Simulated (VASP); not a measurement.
# CaO (P6_3/mmc) in VASP: notebook, part 2 of 2

VASP 6.6.1. The steps go on from the part before.

## Step 3: Single point, PBE

Contents of INCAR:

```
SYSTEM = CaO
ALGO = Normal
EDIFF = 1E-7
ENCUT = 520
GGA = PE
ISIF = 2
ISMEAR = 0
LASPH = .True.
LCHARG = .False.
LREAL = .False.
LWAVE = .False.
NBANDS = 24
NELM = 60
PREC = Accurate
SIGMA = 0.05
```

Contents of KPOINTS:

```
k-points
0
Gamma
  9 9 6
  0 0 0
```

Contents of POSCAR:

```
CaO
1.0
    4.0046740066      0.0000000000      0.0000000000
   -2.0023370033      3.4681494236      0.0000000000
    0.0000000000      0.0000000000      4.8077584735
Ca O
2 2
Direct
    0.3333333333      0.6666666667      0.7500000000
    0.6666666667      0.3333333333      0.2500000000
    0.3333333333      0.6666666667      0.2500000000
    0.6666666667      0.3333333333      0.7500000000
```

Potentials or basis: VASP PAW PBE potentials, release 64 (Ca_sv, O).

Started as:

```
cat potpaw_PBE.64/Ca_sv/POTCAR potpaw_PBE.64/O/POTCAR > POTCAR
mpirun -np 1 vasp_std > vasp.out
```

OUTCAR:

```text
SYSTEM = CaO
   EDIFF = 1E-7
   ENCUT = 520
   GGA = PE
   ISIF = 2
   ISMEAR = 0
   LASPH = .True.
   LREAL = .False.
   NELM = 60
   PREC = Accurate

 ion  position               nearest neighbor table
   1  0.333  0.667  0.750-   4 2.31   4 2.31   4 2.31   3 2.40   3 2.40
   2  0.667  0.333  0.250-   3 2.31   3 2.31   3 2.31   4 2.40   4 2.40
   3  0.333  0.667  0.250-   2 2.31   2 2.31   2 2.31   1 2.40   1 2.40
   4  0.667  0.333  0.750-   1 2.31   1 2.31   1 2.31   2 2.40   2 2.40

  LATTYP: Found a hexagonal cell.
 ALAT       =     4.0046740066
 C/A-ratio  =     1.2005367892

  Lattice vectors:

 A1 = (   4.0046740066,   0.0000000000,   0.0000000000)
 A2 = (  -2.0023370033,   3.4681494236,   0.0000000000)
 A3 = (   0.0000000000,   0.0000000000,   4.8077584735)

Analysis of symmetry for initial positions (statically):
=====================================================================
 Subroutine PRICEL returns:
 Original cell was already a primitive cell.

 Routine SETGRP: Setting up the symmetry group for a
 hexagonal supercell.

 Subroutine GETGRP returns: Found 24 space group operations
 (whereof 12 operations were pure point group operations)
 out of a pool of 24 trial point group operations.

The static configuration has the point symmetry D_3d.
 The point group associated with its full space group is D_6h.

Analysis of symmetry for dynamics (positions and initial velocities):
=====================================================================
 Subroutine PRICEL returns:
 Original cell was already a primitive cell.

 Routine SETGRP: Setting up the symmetry group for a
 hexagonal supercell.

 Subroutine GETGRP returns: Found 24 space group operations
 (whereof 12 operations were pure point group operations)
 out of a pool of 24 trial point group operations.

The dynamic configuration has the point symmetry D_3d.
 The point group associated with its full space group is D_6h.

 Subroutine INISYM returns: Found 24 space group operations
 (whereof 12 operations are pure point group operations),
 and found     1 'primitive' translations

----------------------------------------------------------------------------------------

                                     Primitive cell

  volume of cell :      66.7740

  direct lattice vectors                    reciprocal lattice vectors
     4.004674007  0.000000000  0.000000000     0.249708216  0.144169105  0.000000000
    -2.002337003  3.468149424  0.000000000     0.000000000  0.288338211  0.000000000
     0.000000000  0.000000000  4.807758473     0.000000000  0.000000000  0.207997137

  length of vectors
     4.004674007  4.004674007  4.807758473     0.288338211  0.288338211  0.207997137

  position of ions in fractional coordinates (direct lattice)
     0.333333333  0.666666667  0.750000000
     0.666666667  0.333333333  0.250000000
     0.333333333  0.666666667  0.250000000
     0.666666667  0.333333333  0.750000000

  ion indices of the primitive-cell ions
   primitive index   ion index
                 1           1
                 2           2
                 3           3
                 4           4

----------------------------------------------------------------------------------------
[... 24 lines left out ...]

 Following reciprocal coordinates:
            Coordinates               Weight
  0.000000  0.000000  0.000000      1.000000
  0.111111 -0.000000  0.000000      6.000000
  0.222222  0.000000  0.000000      6.000000
  0.333333  0.000000  0.000000      6.000000
  0.444444  0.000000  0.000000      6.000000
  0.111111  0.111111  0.000000      6.000000
[... 16 lines left out ...]
  0.333333  0.222222  0.166667     24.000000
  0.333333  0.333333  0.166667      4.000000
 [... further k-points ...]
   k-points           NKPTS =     48   k-points in BZ     NKDIM =     48   number of bands    NBANDS=     24
   number of dos      NEDOS =    301   number of ions     NIONS =      4
   total plane-waves  NPLWV =  32400
   dimension x,y,z NGX =    30 NGY =   30 NGZ =   36
   dimension x,y,z NGXF=    60 NGYF=   60 NGZF=   72
   ions per type =               2   2
   NGX,Y,Z   is equivalent  to a cutoff of  12.45, 12.45, 12.45 a.u.
   NGXF,Y,Z  is equivalent  to a cutoff of  24.91, 24.91, 24.90 a.u.
 SYSTEM =  CaO
   PREC   = accura    normal or accurate (medium, high low for compatibility)
   ISTART =      0    job   : 0-new  1-cont  2-samecut
   ICHARG =      2    charge: 1-file 2-atom 10-const
   ISPIN  =      1    spin polarized calculation?
   LNONCOLLINEAR =      F non collinear calculations
   LSORBIT =      F    spin-orbit coupling
   LASPH  =      T    aspherical Exc in radial PAW
   ENCUT  =  520.0 eV  38.22 Ry    6.18 a.u.   7.45  7.45  8.94*2*pi/ulx,y,z
   NELM   =     60;   NELMIN=  2; NELMDL= -5     # of ELM steps
   EDIFF  = 0.1E-06   stopping-criterion for ELM
   LREAL  =      F    real-space projection
   EDIFFG = 0.1E-05   stopping-criterion for IOM
   NSW    =      0    number of steps for IOM
   IBRION =     -1    ionic relax: 0-MD 1-quasi-New 2-CG
   NFREE  =      0    steps in history (QN), initial steepest desc. (CG)
   ISIF   =      2    stress and relaxation
   ISYM   =      2    0-nonsym 1-usesym 2-fastsym
   POTIM  = 0.5000    time-step for ionic-motion
   TEBEG  =    0.0;   TEEND  =   0.0 temperature during run
   PSTRESS=    0.0 pullay stress
   NELECT =      32.0000    total number of electrons
   NUPDOWN=      -1.0000    fix difference up-down
   EMIN   =  10.00;   EMAX   =-10.00  energy-range for DOS
   EFERMI =   0.00;   METHOD = LEGACY
   ISMEAR =     0;   SIGMA  =   0.05  broadening in eV -4-tet -1-fermi 0-gaus
   EFERMI_NEDOS =   21; number of points for ismear=-14 and -15
   IALGO  =     38    algorithm
   IMIX   =      4    mixing-type and parameters
     AMIX     =   0.40;   BMIX     =  1.00
     AMIX_MAG =   1.60;   BMIX_MAG =  1.00
  volume/ion in A,a.u.               =      16.69       112.65
  Fermi-wavevector in a.u.,A,eV,Ry     =   1.281117  2.420961 22.330725  1.641262
  Thomas-Fermi vector in A             =   2.413506
   LORBIT       =      0    0 simple, 1 ext, 2 COOP (PROOUT), +10 PAW based schemes
   GGA     = PE    functional components
   LHFCALC =     F    Hartree Fock is set to
   AEXX    =    0.0000 exact exchange contribution
   IVDW    =     0    specifies the selected vdW correction
   LEPSILON=     F    determine dielectric tensor
   LRPA    =     F    only Hartree local field effects (RPA)
 non-spin polarized calculation
 Gauss-broadening in eV      SIGMA  =   0.05
  energy-cutoff  :      520.00
  volume of cell :       66.77
 maximum number of plane-waves:      1823
 NGX is ok and might be reduce to    30
   NGX = 15   NGY = 15   NGZ = 17

 number of electron      31.9999997 magnetization

 Free energy of the ion-electron system (eV)
  ---------------------------------------------------
  ext. energy  EPLUGINS =         0.00000000
  ---------------------------------------------------
  free energy    TOTEN  =       -25.35059709 eV

  energy without entropy =      -25.35059709  energy(sigma->0) =      -25.35059709

 E-fermi :   1.5412     XC(G=0):  -9.3459

 val. band max:        1.2899788211   @ k =   0.0000   0.0000   0.0000
 cond. band min:       4.4164881951   @ k =   0.0000   0.0000   0.0000
 fundamental gap:      3.1265093740
 Fermi energy:         1.5412212106

 k-point     1 :       0.0000    0.0000    0.0000
  band No.  band energies     occupation
      1     -36.4101      2.00000
      2     -36.2862      2.00000
      3     -17.7340      2.00000
      4     -17.5025      2.00000
      5     -17.5025      2.00000
      6     -17.3148      2.00000
[... 637 lines left out ...]
     23       9.6701      0.00000
     24      10.0434      0.00000

 [... further k-points ...]

------------------------ aborting loop because EDIFF is reached ----------------------------------------

  FORCE on cell =-STRESS in cart. coord.  units (eV):
  Direction    XX          YY          ZZ          XY          YZ          ZX
  --------------------------------------------------------------------------------------
  -------------------------------------------------------------------------------------
  Total        0.1917974      0.1917974      0.2086381      0.0000000      0.0000000      0.0000000
  in kB        4.6019909      4.6019909      5.0060672      0.0000000      0.0000000      0.0000000
  external PRESSURE =       4.7366830 kB  Pullay stress =       0.0000000 kB

 VOLUME and BASIS-vectors are now :
 -----------------------------------------------------------------------------
  energy-cutoff  :      520.00
  volume of cell :       66.77
      direct lattice vectors                 reciprocal lattice vectors
     4.004674007  0.000000000  0.000000000     0.249708216  0.144169105  0.000000000
    -2.002337003  3.468149424  0.000000000     0.000000000  0.288338211  0.000000000
     0.000000000  0.000000000  4.807758473     0.000000000  0.000000000  0.207997137

 POSITION                                       TOTAL-FORCE (eV/Angst)
 -----------------------------------------------------------------------------------
     -0.00000      2.31210      3.60582         0.000000      0.000000      0.000000
      2.00234      1.15605      1.20194        -0.000000      0.000000      0.000000
     -0.00000      2.31210      1.20194        -0.000000     -0.000000      0.000000
      2.00234      1.15605      3.60582         0.000000      0.000000      0.000000
 -----------------------------------------------------------------------------------
    total drift:                               -0.000000      0.000000     -0.000000

  FREE ENERGIE OF THE ION-ELECTRON SYSTEM (eV)
  ---------------------------------------------------
  free  energy   TOTEN  =       -25.3505970904 eV

  energy  without entropy=      -25.3505970904  energy(sigma->0) =      -25.35059709
```

stdout:

```text
POSCAR found type information on POSCAR CaO
 POSCAR found :  2 types and       4 ions
 scaLAPACK will be used
 LDA part: xc-table for (Slater+PW92), standard interpolation
 POSCAR, INCAR and KPOINTS ok, starting setup
 FFT: planning ... GRIDC
 FFT: planning ... GRID_SOFT
 FFT: planning ... GRID
 WAVECAR not read
 entering main loop
```

Run time: 67 s. Hardware: 1 thread of Intel Xeon Platinum 8488C (Sapphire Rapids), shared host; peak memory 0.21 GiB.

What came out:

```yaml
Free_energy: -25.3506 eV
Pressure: 0.5 GPa
Band_gap_on_the_k_mesh: 3.13 eV, direct
```

## Step 4: Relaxation of cell and atoms, PBE

This run uses another cell than the first one, of 16.51 Å³/atom, 0.989 times its volume.

Contents of INCAR:

```
SYSTEM = CaO
ALGO = Normal
EDIFF = 1E-7
EDIFFG = -0.005
ENCUT = 600
GGA = PE
IBRION = 2
ISIF = 3
ISMEAR = 0
LASPH = .True.
LCHARG = .False.
LREAL = .False.
LWAVE = .False.
NELM = 60
NSW = 100
PREC = Accurate
SIGMA = 0.02
```

KPOINTS is that of step 3.

Contents of POSCAR:

```
CaO
1.0
    3.9919758245      0.0000000000      0.0000000000
   -1.9959879122      3.4571524753      0.0000000000
    0.0000000000      0.0000000000      4.7848400100
Ca O
2 2
Direct
    0.3333333300      0.6666666700      0.7500000000
    0.6666666700      0.3333333300      0.2500000000
    0.3333333300      0.6666666700      0.2500000000
    0.6666666700      0.3333333300      0.7500000000
```

Started as:

```
cat potpaw_PBE.64/Ca_sv/POTCAR potpaw_PBE.64/O/POTCAR > POTCAR
mpirun -np 1 vasp_std > vasp.out
```

It took 2.3 min on 1 thread of Intel Xeon Platinum 8488C (Sapphire Rapids), shared host; peak memory 0.24 GiB.

Results (log left out):

| Property | Result |
| --- | --- |
| Free energy | -25.3550 eV |
| Relaxed volume | 16.77 Å³/atom |
| Relaxed cell | a = 4.011 Å, b = 4.011 Å, c = 4.814 Å, α = 90.00°, β = 90.00°, γ = 120.00° |
| Space group after relaxing (to 0.05 Å) | P6_3/mmc (No. 194) |
| Energy gained by relaxing | 1.1 meV/atom |
| Ionic steps | 3 |
| Pressure after relaxing | 0.0 GPa |
| Band gap on the k mesh | 3.11 eV, direct |

Step by step:
```csv
step,energy change (eV),largest force (eV/Å),pressure (GPa),volume (Å³)
1,0.0000,0.0000,1.39,66.03
2,-0.0040,0.0000,-0.43,67.42
3,-0.0045,0.0000,0.00,67.07
```

Final structure:
```xyz
4
Lattice="4.0109 0.0000 0.0000 -2.0055 3.4736 0.0000 0.0000 0.0000 4.8142" Properties=species:S:1:pos:R:3 pbc="T T T"
Ca    0.0000    2.3157    3.6107
Ca    2.0055    1.1579    1.2036
O     0.0000    2.3157    1.2036
O     2.0055    1.1579    3.6107
```

Levels at points of the mesh, in eV from the valence-band top:
| k point | band 13 | band 14 | band 15 | band 16 | band 17 | band 18 | band 19 | band 20 |
| --- | --- | --- | --- | --- | --- | --- | --- | --- |
| (0.00, 0.00, 0.00) | -1.12 | -1.12 | -1.10 | 0.00 | 3.11 | 6.10 | 6.10 | 7.62 |
| (0.00, 0.00, 0.50) | -1.26 | -1.26 | -1.26 | -1.26 | 4.91 | 4.91 | 7.69 | 7.69 |

A k mesh can miss the band edges. As with any semilocal functional, this PBE gap is likely too small.

## Step 5: The runs side by side

| task | cell | cutoff (eV) | smearing | gap on the mesh (eV) | pressure (GPa) |
| --- | --- | --- | --- | --- | --- |
| single point | a = 4.005, b = 4.005, c = 4.808 Å, angles 90.0, 90.0, 120.0°, 4 atoms | 520 | gaussian 0.02 eV | 3.13 | 0.5 |
| single point | a = 4.005, b = 4.005, c = 4.808 Å, angles 90.0, 90.0, 120.0°, 4 atoms | 520 | gaussian 0.05 eV | 3.13 | 0.5 |
| relaxation of cell and atoms | relaxed from a = 3.992, b = 3.992, c = 4.785 Å, angles 90.0, 90.0, 120.0°, 4 atoms | 600 | gaussian 0.02 eV | 3.11 | 0.0 |

Alike in all rows: level PBE; potentials or basis VASP PAW PBE potentials, release 64 (Ca_sv, O); no spin polarisation; k mesh 9 × 9 × 6.

Absolute energies hang on the potentials; compare differences alone.
